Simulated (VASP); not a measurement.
# BeCd3S2 (I4/mmm) in VASP: a series of runs, part 2 of 2

VASP 6.6.1. The steps go on from the part before.

### Step 4. Relaxation of cell and atoms, PBE

INCAR reads:

```
SYSTEM = BeCd3S2
PREC = Accurate ; ENCUT = 600
EDIFF = 1E-6 ; ISMEAR = 0
SIGMA = 0.1 ; LREAL = .FALSE.
LASPH = .TRUE. ; NELM = 80
ALGO = Normal ; ISIF = 3
LWAVE = .FALSE. ; LCHARG = .FALSE.
GGA = PE ; IBRION = 2
NSW = 90 ; EDIFFG = -0.04
```

KPOINTS reads:

```
regular mesh
0
G
  4 4 4
  0 0 0
```

POSCAR reads:

```
BeCd3S2
1.0
   -2.7309848000      2.7309848000      4.7256702300
    2.7309848000     -2.7309848000      4.7256702300
    2.7309848000      2.7309848000     -4.7256702300
Be Cd S
1 3 2
Direct
    0.0000000000      0.0000000000      0.0000000000
    0.5000000000      0.5000000000      0.0000000000
    0.5000000000      0.0000000000      0.5000000000
    0.0000000000      0.5000000000      0.5000000000
    0.7500000000      0.2500000000      0.5000000000
    0.2500000000      0.7500000000      0.5000000000
```

Potentials or basis: VASP PAW PBE potentials, release 64 (Be, Cd, S).

Started as:

```sh
> cat potpaw_PBE.64/Be/POTCAR potpaw_PBE.64/Cd/POTCAR potpaw_PBE.64/S/POTCAR > POTCAR
> mpirun -np 1 vasp_std > vasp.out
```

OUTCAR:

```text
SYSTEM = BeCd3S2
   PREC = Accurate
   ENCUT = 600
   EDIFF = 1E-6
   ISMEAR = 0
   LREAL = .FALSE.
   LASPH = .TRUE.
   NELM = 80
   ISIF = 3
   GGA = PE
   IBRION = 2
   NSW = 90
   EDIFFG = -0.04

 ion  position               nearest neighbor table
   1  0.000  0.000  0.000-   3 2.73   4 2.73   4 2.73   3 2.73
   2  0.500  0.500  0.000-   3 2.73   4 2.73   3 2.73   4 2.73
   3  0.500  0.000  0.500-   5 2.36   6 2.36   1 2.73   2 2.73   2 2.73   1 2.73
   4  0.000  0.500  0.500-   5 2.36   6 2.36   1 2.73   2 2.73   1 2.73   2 2.73
   5  0.750  0.250  0.500-   3 2.36   4 2.36
   6  0.250  0.750  0.500-   3 2.36   4 2.36

  LATTYP: Found a body centered tetragonal cell.
 ALAT       =     5.4619696000
 C/A-ratio  =     1.7303905280

  Lattice vectors:

 A1 = (  -2.7309848000,   2.7309848000,   4.7256702300)
 A2 = (   2.7309848000,  -2.7309848000,   4.7256702300)
 A3 = (   2.7309848000,   2.7309848000,  -4.7256702300)

Analysis of symmetry for initial positions (statically):
=====================================================================
 Subroutine PRICEL returns:
 Original cell was already a primitive cell.

 Routine SETGRP: Setting up the symmetry group for a
 body centered tetragonal supercell.

 Subroutine GETGRP returns: Found 16 space group operations
 (whereof 16 operations were pure point group operations)
 out of a pool of 16 trial point group operations.

The static configuration has the point symmetry D_4h.

Analysis of symmetry for dynamics (positions and initial velocities):
=====================================================================
 Subroutine PRICEL returns:
 Original cell was already a primitive cell.

 Routine SETGRP: Setting up the symmetry group for a
 body centered tetragonal supercell.

 Subroutine GETGRP returns: Found 16 space group operations
 (whereof 16 operations were pure point group operations)
 out of a pool of 16 trial point group operations.

The dynamic configuration has the point symmetry D_4h.

 Subroutine INISYM returns: Found 16 space group operations
 (whereof 16 operations are pure point group operations),
 and found     1 'primitive' translations

----------------------------------------------------------------------------------------

                                     Primitive cell

  volume of cell :     140.9814

  direct lattice vectors                    reciprocal lattice vectors
    -2.730984800  2.730984800  4.725670230     0.000000000  0.183084139  0.105805098
     2.730984800 -2.730984800  4.725670230     0.183084139  0.000000000  0.105805098
     2.730984800  2.730984800 -4.725670230     0.183084139  0.183084139  0.000000000

  length of vectors
     6.103156157  6.103156157  6.103156157     0.211458082  0.211458082  0.258920072

  position of ions in fractional coordinates (direct lattice)
     0.000000000  0.000000000  0.000000000
     0.500000000  0.500000000  0.000000000
     0.500000000  0.000000000  0.500000000
     0.000000000  0.500000000  0.500000000
     0.750000000  0.250000000  0.500000000
     0.250000000  0.750000000  0.500000000

  ion indices of the primitive-cell ions
   primitive index   ion index
                 1           1
                 2           2
                 3           3
                 4           4
                 5           5
                 6           6

----------------------------------------------------------------------------------------

 KPOINTS: regular mesh

Automatic generation of k-mesh.
 Grid dimensions read from file:
 generate k-points for:    4    4    4

 Generating k-lattice:

  Cartesian coordinates                     Fractional coordinates (reciprocal lattice)
     0.000000000  0.045771035  0.026451274     0.250000000  0.000000000  0.000000000
     0.045771035  0.000000000  0.026451274     0.000000000  0.250000000  0.000000000
     0.045771035  0.045771035  0.000000000     0.000000000  0.000000000  0.250000000

  Length of vectors
     0.052864521  0.052864521  0.064730018

  Shift w.r.t. Gamma in fractional coordinates (k-lattice)
     0.000000000  0.000000000  0.000000000

 Subroutine IBZKPT returns following result:
 ===========================================

 Found     13 irreducible k-points:

 Following reciprocal coordinates:
            Coordinates               Weight
  0.000000  0.000000  0.000000      1.000000
  0.250000  0.000000  0.000000      8.000000
  0.500000  0.000000  0.000000      4.000000
  0.250000  0.250000  0.000000      8.000000
  0.500000  0.250000  0.000000     16.000000
 -0.250000  0.250000  0.000000      4.000000
  0.500000  0.500000  0.000000      2.000000
  0.250000  0.250000  0.250000      2.000000
 -0.250000  0.250000  0.250000      4.000000
  0.500000  0.500000  0.250000      4.000000
 -0.250000  0.500000  0.250000      8.000000
 -0.250000 -0.250000  0.250000      2.000000
  0.500000  0.500000  0.500000      1.000000
   k-points           NKPTS =     13   k-points in BZ     NKDIM =     13   number of bands    NBANDS=     30
   number of dos      NEDOS =    301   number of ions     NIONS =      6
   total plane-waves  NPLWV = 125000
   dimension x,y,z NGX =    50 NGY =   50 NGZ =   50
   dimension x,y,z NGXF=   100 NGYF=  100 NGZF=  100
   ions per type =               1   3   2
   NGX,Y,Z   is equivalent  to a cutoff of  13.62, 13.62, 13.62 a.u.
   NGXF,Y,Z  is equivalent  to a cutoff of  27.24, 27.24, 27.24 a.u.
 SYSTEM =  BeCd3S2
   PREC   = accura    normal or accurate (medium, high low for compatibility)
   ISTART =      0    job   : 0-new  1-cont  2-samecut
   ICHARG =      2    charge: 1-file 2-atom 10-const
   ISPIN  =      1    spin polarized calculation?
   LNONCOLLINEAR =      F non collinear calculations
   LSORBIT =      F    spin-orbit coupling
   LASPH  =      T    aspherical Exc in radial PAW
   ENCUT  =  600.0 eV  44.10 Ry    6.64 a.u.  12.19 12.19 12.19*2*pi/ulx,y,z
   NELM   =     80;   NELMIN=  2; NELMDL= -5     # of ELM steps
   EDIFF  = 0.1E-05   stopping-criterion for ELM
   LREAL  =      F    real-space projection
   EDIFFG = -.4E-01   stopping-criterion for IOM
   NSW    =     90    number of steps for IOM
   IBRION =      2    ionic relax: 0-MD 1-quasi-New 2-CG
   NFREE  =      1    steps in history (QN), initial steepest desc. (CG)
   ISIF   =      3    stress and relaxation
   ISYM   =      2    0-nonsym 1-usesym 2-fastsym
   POTIM  = 0.5000    time-step for ionic-motion
   TEBEG  =    0.0;   TEEND  =   0.0 temperature during run
   PSTRESS=    0.0 pullay stress
   NELECT =      50.0000    total number of electrons
   NUPDOWN=      -1.0000    fix difference up-down
   EMIN   =  10.00;   EMAX   =-10.00  energy-range for DOS
   EFERMI =   0.00;   METHOD = LEGACY
   ISMEAR =     0;   SIGMA  =   0.10  broadening in eV -4-tet -1-fermi 0-gaus
   EFERMI_NEDOS =   21; number of points for ismear=-14 and -15
   IALGO  =     38    algorithm
   IMIX   =      4    mixing-type and parameters
     AMIX     =   0.40;   BMIX     =  1.00
     AMIX_MAG =   1.60;   BMIX_MAG =  1.00
  volume/ion in A,a.u.               =      23.50       158.56
  Fermi-wavevector in a.u.,A,eV,Ry     =   1.158806  2.189826 18.270339  1.342832
  Thomas-Fermi vector in A             =   2.295405
   LORBIT       =      0    0 simple, 1 ext, 2 COOP (PROOUT), +10 PAW based schemes
   GGA     = PE    functional components
   LHFCALC =     F    Hartree Fock is set to
   AEXX    =    0.0000 exact exchange contribution
   IVDW    =     0    specifies the selected vdW correction
   LEPSILON=     F    determine dielectric tensor
   LRPA    =     F    only Hartree local field effects (RPA)
 conjugate gradient relaxation of ions
 non-spin polarized calculation
 Gauss-broadening in eV      SIGMA  =   0.10
  energy-cutoff  :      600.00
  volume of cell :      140.98
 maximum number of plane-waves:      4736
 NGX is ok and might be reduce to    50
   NGX = 25   NGY = 25   NGZ = 25

--------------------------------------- Ionic step        1  -------------------------------------------

 number of electron      49.9999992 magnetization

 Free energy of the ion-electron system (eV)
  ---------------------------------------------------
  ext. energy  EPLUGINS =         0.00000000
  ---------------------------------------------------
  free energy    TOTEN  =       -10.31558903 eV

  energy without entropy =      -10.30271653  energy(sigma->0) =      -10.30915278

------------------------ aborting loop because EDIFF is reached ----------------------------------------

  FORCE on cell =-STRESS in cart. coord.  units (eV):
  Direction    XX          YY          ZZ          XY          YZ          ZX
  --------------------------------------------------------------------------------------
  -------------------------------------------------------------------------------------
  Total        3.4139702      3.4139702      6.4795214      0.0000000      0.0000000      0.0000000
  in kB       38.7979107     38.7979107     73.6362289      0.0000000      0.0000000      0.0000000
  external PRESSURE =      50.4106834 kB  Pullay stress =       0.0000000 kB
[... 265 lines left out ...]
  energy  without entropy=      -10.5562302505  energy(sigma->0) =      -10.56111176

--------------------------------------- Ionic step        8  -------------------------------------------

 number of electron      50.0000003 magnetization

 Free energy of the ion-electron system (eV)
  ---------------------------------------------------
  ext. energy  EPLUGINS =         0.00000000
  ---------------------------------------------------
  free energy    TOTEN  =       -10.56645673 eV

  energy without entropy =      -10.55663784  energy(sigma->0) =      -10.56154729

 E-fermi :   0.7922     XC(G=0):  -8.6992

 val. band max:        0.7539707276   @ k =   0.5000   0.5000   0.0000
 cond. band min:       0.8509674174   @ k =  -0.2500   0.5000   0.2500
 fundamental gap:      0.0969966897
 Fermi energy:         0.7921559810

 k-point     1 :       0.0000    0.0000    0.0000
  band No.  band energies     occupation
      1     -11.5409      2.00000
      2     -10.5424      2.00000
      3      -8.5699      2.00000
      4      -8.2512      2.00000
      5      -8.2405      2.00000
      6      -8.1320      2.00000
[... 451 lines left out ...]
  FREE ENERGIE OF THE ION-ELECTRON SYSTEM (eV)
  ---------------------------------------------------
  free  energy   TOTEN  =       -10.5664567338 eV

  energy  without entropy=      -10.5566378403  energy(sigma->0) =      -10.56154729

 reached required accuracy - stopping structural energy minimisation
```

It took 10 min on 1 thread of Intel Xeon Platinum 8488C (Sapphire Rapids), shared host; peak memory 0.4 GiB.

Results:

```yaml
Free_energy: -10.5665 eV
Relaxed_volume: 27.02 Å³/atom
Relaxed_cell: a = 6.338 Å, b = 6.338 Å, c = 6.338 Å, α = 125.66°, β = 125.66°, γ = 80.45°
Space_group_after_relaxing_to_0.05_Å: I4/mmm (No. 139)
Energy_gained_by_relaxing: 41.8 meV/atom
Ionic_steps: 8
Pressure_after_relaxing: 0.0 GPa
Band_gap_on_the_k_mesh: zero (band 25 reaches 1.54 eV, above the bottom of band 26 at 0.18 eV)
```

The path:
```tsv
step	energy change (eV)	largest force (eV/Å)	pressure (GPa)	volume (Å³)
1	0.0000	0.0000	5.04	140.98
2	-0.1636	0.0000	-0.64	156.58
3	-0.1820	0.0000	0.51	152.38
4	-0.2255	0.0000	0.35	155.77
5	-0.2447	0.0000	0.31	163.13
6	-0.2496	0.0000	0.30	160.85
7	-0.2504	0.0000	-0.17	162.88
8	-0.2509	0.0000	0.00	162.12
```

Final structure:
```
CELL_PARAMETERS angstrom
-2.89409 2.89409 4.83892
2.89409 -2.89409 4.83892
2.89409 2.89409 -4.83892
ATOMIC_POSITIONS crystal
Be 0.00000 0.00000 0.00000
Cd 0.50000 0.50000 0.00000
Cd 0.50000 0.00000 0.50000
Cd 0.00000 0.50000 0.50000
S 0.75000 0.25000 0.50000
S 0.25000 0.75000 0.50000
```

Caveat: the k points lie up to 0.38 Å⁻¹ apart in the final cell.

### Step 5. Single point, PBE

This run uses another cell than the first one, of 26.67 Å³/atom, 1.135 times its volume.

INCAR reads:

```
PREC = Accurate
ENCUT = 520
EDIFF = 1E-6
ISMEAR = 0
SIGMA = 0.1
LREAL = F
LASPH = T
NELM = 60
ALGO = Normal
ISIF = 2
LWAVE = F
LCHARG = T
GGA = PE
LELF = T
LVHAR = T
NBANDS = 34
```

KPOINTS reads:

```
Automatic mesh
0
Gamma
  10 10 10
```

POSCAR, as its differences from that of step 4:

```diff
@@ -2,5 +2,5 @@
 1.0
-   -2.7309848000      2.7309848000      4.7256702300
-    2.7309848000     -2.7309848000      4.7256702300
-    2.7309848000      2.7309848000     -4.7256702300
+   -2.8788066739      2.8788066739      4.8276432719
+    2.8788066739     -2.8788066739      4.8276432719
+    2.8788066739      2.8788066739     -4.8276432719
 Be Cd S
```

Started as:

```sh
> cat potpaw_PBE.64/Be/POTCAR potpaw_PBE.64/Cd/POTCAR potpaw_PBE.64/S/POTCAR > POTCAR
> mpirun -np 1 vasp_std > vasp.out
```

Wall time 8.8 min (1 thread of Intel Xeon Platinum 8488C (Sapphire Rapids), shared host); peak memory 0.64 GiB.

The run converged. Its results:

```
Free energy            : -10.5698 eV
Pressure               : 0.2 GPa
Band gap on the k mesh : zero (band 25 reaches 1.66 eV, above the bottom of band 26 at 0.22 eV)
```

Stress tensor (GPa, compression positive):
```
0.10 0.00 0.00
0.00 0.10 0.00
0.00 0.00 0.54
```

Levels at points of the mesh, in eV from the Fermi level:
```
           k point  band 23  band 24  band 25  band 26  band 27  band 28
(0.00, 0.00, 0.00)    -0.92    -0.92    -0.57    -0.57    -0.06     2.62
(0.50, 0.00, 0.00)    -1.38    -0.23    -0.17     1.24     1.77     1.86
(0.50, 0.50, 0.00)    -1.68    -0.55    -0.07     0.03     2.64     3.29
(0.50, 0.50, 0.50)    -0.21    -0.21     0.86     0.90     1.26     1.26
```

### Step 6. The runs side by side

| task | cell | k mesh | cutoff (eV) | gap on the mesh (eV) | pressure (GPa) |
| --- | --- | --- | --- | --- | --- |
| single point | a = 6.103 Å, angles 126.8, 126.8, 78.5°, 6 atoms | 4 × 4 × 4 | 520 | none | 5.1 |
| single point | a = 6.304 Å, angles 126.0, 126.0, 80.0°, 6 atoms | 4 × 4 × 4 | 520 | none | 0.5 |
| relaxation of cell and atoms | relaxed from a = 6.103 Å, angles 126.8, 126.8, 78.5°, 6 atoms | 4 × 4 × 4 | 600 | none | 0.0 |
| single point | a = 6.315 Å, angles 125.8, 125.8, 80.3°, 6 atoms | 10 × 10 × 10 | 520 | none | 0.2 |

Alike in all rows: level PBE; potentials or basis VASP PAW PBE potentials, release 64 (Be, Cd, S); no spin polarisation; smearing gaussian 0.1 eV.

Caveats: some runs use coarse meshes.

Absolute energies hang on the potentials; compare differences alone.
